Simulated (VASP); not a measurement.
# Cs2B3 (P4/mbm) in VASP: single point with PBE

Aim: the single point of Cs2B3 with PBE.

All numbers are computed with VASP 6.6.1; they aren't measurements. Logs are shortened: lines on timing, memory, paths and dates and some standing lists are left out, and cuts for length are marked.

### 1 The cell of the first run

It takes space group P4/mbm (No. 127, tetragonal). The conventional cell has a = 9.567 Å, b = 9.567 Å, c = 3.468 Å, α = 90.00°, β = 90.00°, γ = 90.00°. Within 4.5 Å of Cs (site symmetry m2m) lie 8 B at 3.41 to 3.51 Å and 2 Cs at 3.47 Å. Within 4.6 Å of B (site symmetry 4/m) lie 4 Cs at 3.41 Å and 10 B at 3.47 to 4.60 Å. Within 2.1 Å of B (site symmetry m2m) lie 1 B at 1.58 Å.

### 2 Single point, PBE

INCAR

```
ALGO = Normal ; EDIFF = 1E-6
ENCUT = 520 ; GGA = PE
ISIF = 2 ; ISMEAR = 0
LASPH = T ; LCHARG = F
LREAL = F ; LWAVE = F
NBANDS = 38 ; NELM = 60
PREC = Accurate ; SIGMA = 0.1
```

KPOINTS

```
k-points
0
Gamma
  4 4 10
```

POSCAR

```
Cs2B3
1.0
    9.5672726292      0.0000000000      0.0000000000
    0.0000000000      9.5672726292      0.0000000000
    0.0000000000      0.0000000000      3.4675044104
Cs B
4 6
Direct
    0.2841961865      0.7841961865      0.0000000000
    0.2158038135      0.2841961865      0.0000000000
    0.7158038135      0.2158038135      0.0000000000
    0.7841961865      0.7158038135      0.0000000000
    0.0000000000      0.0000000000      0.0000000000
    0.5000000000      0.5000000000      0.0000000000
    0.0585597803      0.5585597803      0.5000000000
    0.4414402197      0.0585597803      0.5000000000
    0.9414402197      0.4414402197      0.5000000000
    0.5585597803      0.9414402197      0.5000000000
```

Potentials or basis: VASP PAW PBE potentials, release 64 (Cs_sv, B).

Started as:

```
$ cat potpaw_PBE.64/Cs_sv/POTCAR potpaw_PBE.64/B/POTCAR > POTCAR
$ mpirun -np 1 vasp_std > vasp.out
```

OUTCAR:

```text
EDIFF = 1E-6
   ENCUT = 520
   GGA = PE
   ISIF = 2
   ISMEAR = 0
   LASPH = T
   LREAL = F
   NELM = 60
   PREC = Accurate

 ion  position               nearest neighbor table
   1  0.284  0.784  0.000-
   2  0.216  0.284  0.000-
   3  0.716  0.216  0.000-
   4  0.784  0.716  0.000-
   5  0.000  0.000  0.000-
   6  0.500  0.500  0.000-
   7  0.059  0.559  0.500-   9 1.58
   8  0.441  0.059  0.500-  10 1.58
   9  0.941  0.441  0.500-   7 1.58
  10  0.559  0.941  0.500-   8 1.58

  LATTYP: Found a simple tetragonal cell.
 ALAT       =     9.5672726292
 C/A-ratio  =     0.3624339501

  Lattice vectors:

 A1 = (   9.5672726292,   0.0000000000,   0.0000000000)
 A2 = (   0.0000000000,   9.5672726292,   0.0000000000)
 A3 = (   0.0000000000,   0.0000000000,   3.4675044104)

Analysis of symmetry for initial positions (statically):
=====================================================================
 Subroutine PRICEL returns:
 Original cell was already a primitive cell.

 Routine SETGRP: Setting up the symmetry group for a
 simple tetragonal supercell.

 Subroutine GETGRP returns: Found 16 space group operations
 (whereof  8 operations were pure point group operations)
 out of a pool of 16 trial point group operations.

The static configuration has the point symmetry C_4h.
 The point group associated with its full space group is D_4h.

Analysis of symmetry for dynamics (positions and initial velocities):
=====================================================================
 Subroutine PRICEL returns:
 Original cell was already a primitive cell.

 Routine SETGRP: Setting up the symmetry group for a
 simple tetragonal supercell.

 Subroutine GETGRP returns: Found 16 space group operations
 (whereof  8 operations were pure point group operations)
 out of a pool of 16 trial point group operations.

The dynamic configuration has the point symmetry C_4h.
 The point group associated with its full space group is D_4h.

 Subroutine INISYM returns: Found 16 space group operations
 (whereof  8 operations are pure point group operations),
 and found     1 'primitive' translations

----------------------------------------------------------------------------------------

                                     Primitive cell

  volume of cell :     317.3901

  direct lattice vectors                    reciprocal lattice vectors
     9.567272629  0.000000000  0.000000000     0.104522996  0.000000000  0.000000000
     0.000000000  9.567272629  0.000000000     0.000000000  0.104522996  0.000000000
     0.000000000  0.000000000  3.467504410     0.000000000  0.000000000  0.288391847

  length of vectors
     9.567272629  9.567272629  3.467504410     0.104522996  0.104522996  0.288391847

  position of ions in fractional coordinates (direct lattice)
     0.284196186  0.784196186  0.000000000
     0.215803814  0.284196186  0.000000000
     0.715803814  0.215803814  0.000000000
     0.784196186  0.715803814  0.000000000
     0.000000000  0.000000000  0.000000000
     0.500000000  0.500000000  0.000000000
     0.058559780  0.558559780  0.500000000
     0.441440220  0.058559780  0.500000000
     0.941440220  0.441440220  0.500000000
     0.558559780  0.941440220  0.500000000

  ion indices of the primitive-cell ions
   primitive index   ion index
                 1           1
                 2           2
                 3           3
                 4           4
                 5           5
                 6           6
                 7           7
                 8           8
                 9           9
                10          10

----------------------------------------------------------------------------------------

 KPOINTS: k-points

Automatic generation of k-mesh.
 Grid dimensions read from file:
 generate k-points for:    4    4   10

 Generating k-lattice:

  Cartesian coordinates                     Fractional coordinates (reciprocal lattice)
     0.026130749  0.000000000  0.000000000     0.250000000  0.000000000  0.000000000
     0.000000000  0.026130749  0.000000000     0.000000000  0.250000000  0.000000000
     0.000000000  0.000000000  0.028839185     0.000000000  0.000000000  0.100000000

  Length of vectors
     0.026130749  0.026130749  0.028839185

  Shift w.r.t. Gamma in fractional coordinates (k-lattice)
     0.000000000  0.000000000  0.000000000

 Subroutine IBZKPT returns following result:
 ===========================================

 Found     36 irreducible k-points:

 Following reciprocal coordinates:
            Coordinates               Weight
  0.000000  0.000000  0.000000      1.000000
  0.250000  0.000000  0.000000      4.000000
  0.500000  0.000000  0.000000      2.000000
  0.250000  0.250000  0.000000      4.000000
  0.500000  0.250000  0.000000      4.000000
  0.500000  0.500000  0.000000      1.000000
[... 16 lines left out ...]
  0.500000  0.250000  0.300000      8.000000
  0.500000  0.500000  0.300000      2.000000
 [... further k-points ...]
   k-points           NKPTS =     36   k-points in BZ     NKDIM =     36   number of bands    NBANDS=     38
   number of dos      NEDOS =    301   number of ions     NIONS =     10
   total plane-waves  NPLWV = 145152
   dimension x,y,z NGX =    72 NGY =   72 NGZ =   28
   dimension x,y,z NGXF=   144 NGYF=  144 NGZF=   56
   ions per type =               4   6
   NGX,Y,Z   is equivalent  to a cutoff of  12.51, 12.51, 13.42 a.u.
   NGXF,Y,Z  is equivalent  to a cutoff of  25.02, 25.02, 26.85 a.u.
 SYSTEM =  unknown system
   PREC   = accura    normal or accurate (medium, high low for compatibility)
   ISTART =      0    job   : 0-new  1-cont  2-samecut
   ICHARG =      2    charge: 1-file 2-atom 10-const
   ISPIN  =      1    spin polarized calculation?
   LNONCOLLINEAR =      F non collinear calculations
   LSORBIT =      F    spin-orbit coupling
   LASPH  =      T    aspherical Exc in radial PAW
   ENCUT  =  520.0 eV  38.22 Ry    6.18 a.u.  17.79 17.79  6.45*2*pi/ulx,y,z
   NELM   =     60;   NELMIN=  2; NELMDL= -5     # of ELM steps
   EDIFF  = 0.1E-05   stopping-criterion for ELM
   LREAL  =      F    real-space projection
   EDIFFG = 0.1E-04   stopping-criterion for IOM
   NSW    =      0    number of steps for IOM
   IBRION =     -1    ionic relax: 0-MD 1-quasi-New 2-CG
   NFREE  =      0    steps in history (QN), initial steepest desc. (CG)
   ISIF   =      2    stress and relaxation
   ISYM   =      2    0-nonsym 1-usesym 2-fastsym
   POTIM  = 0.5000    time-step for ionic-motion
   TEBEG  =    0.0;   TEEND  =   0.0 temperature during run
   PSTRESS=    0.0 pullay stress
   NELECT =      54.0000    total number of electrons
   NUPDOWN=      -1.0000    fix difference up-down
   EMIN   =  10.00;   EMAX   =-10.00  energy-range for DOS
   EFERMI =   0.00;   METHOD = LEGACY
   ISMEAR =     0;   SIGMA  =   0.10  broadening in eV -4-tet -1-fermi 0-gaus
   EFERMI_NEDOS =   21; number of points for ismear=-14 and -15
   IALGO  =     38    algorithm
   IMIX   =      4    mixing-type and parameters
     AMIX     =   0.40;   BMIX     =  1.00
     AMIX_MAG =   1.60;   BMIX_MAG =  1.00
  volume/ion in A,a.u.               =      31.74       214.19
  Fermi-wavevector in a.u.,A,eV,Ry     =   0.907141  1.714249 11.196309  0.822905
  Thomas-Fermi vector in A             =   2.030913
   LORBIT       =      0    0 simple, 1 ext, 2 COOP (PROOUT), +10 PAW based schemes
   GGA     = PE    functional components
   LHFCALC =     F    Hartree Fock is set to
   AEXX    =    0.0000 exact exchange contribution
   IVDW    =     0    specifies the selected vdW correction
   LEPSILON=     F    determine dielectric tensor
   LRPA    =     F    only Hartree local field effects (RPA)
 non-spin polarized calculation
 Gauss-broadening in eV      SIGMA  =   0.10
  energy-cutoff  :      520.00
  volume of cell :      317.39
 maximum number of plane-waves:      8600
 NGX is ok and might be reduce to    72
   NGX = 35   NGY = 35   NGZ = 13

 number of electron      53.9999993 magnetization

 Free energy of the ion-electron system (eV)
  ---------------------------------------------------
  ext. energy  EPLUGINS =         0.00000000
  ---------------------------------------------------
  free energy    TOTEN  =       -23.71875207 eV

  energy without entropy =      -23.65715943  energy(sigma->0) =      -23.68795575

 E-fermi :   0.8953     XC(G=0):  -7.9093

 val. band max:        0.8937626339   @ k =   0.0000   0.0000   0.1000
 cond. band min:       0.9028338644   @ k =   0.0000   0.0000   0.4000
 fundamental gap:      0.0090712304
 Fermi energy:         0.8952579136

 k-point     1 :       0.0000    0.0000    0.0000
  band No.  band energies     occupation
      1     -21.0473      2.00000
      2     -21.0324      2.00000
      3     -21.0324      2.00000
      4     -21.0199      2.00000
      5      -8.5194      2.00000
      6      -8.3523      2.00000
[... 30 lines left out ...]
     37       4.2406      0.00000
     38       4.4014      0.00000

 k-point     2 :       0.2500    0.0000    0.0000
  band No.  band energies     occupation
      1     -21.0452      2.00000
      2     -21.0346      2.00000
      3     -21.0306      2.00000
      4     -21.0217      2.00000
      5      -8.4662      2.00000
      6      -8.3083      2.00000
[... 30 lines left out ...]
     37       4.1679      0.00000
     38       4.3309      0.00000
[... 859 lines left out ...]
     37       4.2523      0.00000
     38       4.2523      0.00000

 k-point    24 :       0.5000    0.5000    0.3000
  band No.  band energies     occupation
      1     -20.7894      2.00000
      2     -20.7894      2.00000
      3     -20.7888      2.00000
      4     -20.7888      2.00000
      5      -8.4214      2.00000
      6      -8.4214      2.00000
[... 30 lines left out ...]
     37       4.2367      0.00000
     38       4.2367      0.00000

 [... further k-points ...]

------------------------ aborting loop because EDIFF is reached ----------------------------------------

  FORCE on cell =-STRESS in cart. coord.  units (eV):
  Direction    XX          YY          ZZ          XY          YZ          ZX
  --------------------------------------------------------------------------------------
  -------------------------------------------------------------------------------------
  Total        0.1386580      0.1386580      0.1878952      0.0000000      0.0000000     -0.0000000
  in kB        0.6999422      0.6999422      0.9484903      0.0000000      0.0000000     -0.0000000
  external PRESSURE =       0.7827916 kB  Pullay stress =       0.0000000 kB

 VOLUME and BASIS-vectors are now :
 -----------------------------------------------------------------------------
  energy-cutoff  :      520.00
  volume of cell :      317.39
      direct lattice vectors                 reciprocal lattice vectors
     9.567272629  0.000000000  0.000000000     0.104522996  0.000000000  0.000000000
     0.000000000  9.567272629  0.000000000     0.000000000  0.104522996  0.000000000
     0.000000000  0.000000000  3.467504410     0.000000000  0.000000000  0.288391847

 POSITION                                       TOTAL-FORCE (eV/Angst)
 -----------------------------------------------------------------------------------
      2.71898      7.50262      0.00000        -0.003734     -0.003734     -0.000000
      2.06465      2.71898      0.00000         0.003734     -0.003734     -0.000000
      6.84829      2.06465      0.00000         0.003734      0.003734      0.000000
      7.50262      6.84829      0.00000        -0.003734      0.003734      0.000000
      0.00000      0.00000      0.00000         0.000000      0.000000     -0.000000
      4.78364      4.78364      0.00000         0.000000      0.000000     -0.000000
      0.56026      5.34389      1.73375         0.014033      0.014033      0.000000
      4.22338      0.56026      1.73375        -0.014033      0.014033     -0.000000
      9.00702      4.22338      1.73375        -0.014033     -0.014033     -0.000000
      5.34389      9.00702      1.73375         0.014033     -0.014033      0.000000
 -----------------------------------------------------------------------------------
    total drift:                                0.000000     -0.000000      0.000000

  FREE ENERGIE OF THE ION-ELECTRON SYSTEM (eV)
  ---------------------------------------------------
  free  energy   TOTEN  =       -23.7187520665 eV

  energy  without entropy=      -23.6571594296  energy(sigma->0) =      -23.68795575
```

Wall time 13 min (1 thread of Intel Xeon 8259CL, shared host); peak memory 0.58 GiB.

What came out:

| Property | Result |
| --- | --- |
| Free energy | -23.7188 eV |
| Pressure | 0.1 GPa |
| Largest force | 0.020 eV/Å |
| Band gap on the k mesh | zero (bands 27 and 28 overlap by 0.69 eV) |

Forces on the atoms (eV/Å):
```
Cs  -0.004 -0.004  0.000
Cs   0.004 -0.004  0.000
Cs   0.004  0.004  0.000
Cs  -0.004  0.004  0.000
B    0.000  0.000  0.000
B    0.000  0.000  0.000
B    0.014  0.014  0.000
B   -0.014  0.014  0.000
B   -0.014 -0.014  0.000
B    0.014 -0.014  0.000
```

Levels at points of the mesh, in eV from the Fermi level:
```tsv
k point	band 25	band 26	band 27	band 28	band 29	band 30
(0.00, 0.00, 0.00)	-0.40	-0.11	-0.11	-0.02	0.42	0.42
(0.50, 0.00, 0.00)	-0.26	-0.26	-0.01	-0.01	0.34	0.34
(0.50, 0.50, 0.00)	-0.39	-0.39	0.13	0.13	0.18	0.18
(0.00, 0.00, 0.50)	-0.99	-0.75	-0.22	-0.22	-0.02	0.24
(0.50, 0.00, 0.50)	-0.84	-0.84	-0.54	-0.54	0.49	0.49
(0.50, 0.50, 0.50)	-0.84	-0.84	-0.15	-0.15	0.13	0.13
```

Caveat: spin-orbit coupling is left out, which moves the levels of the heavy elements.
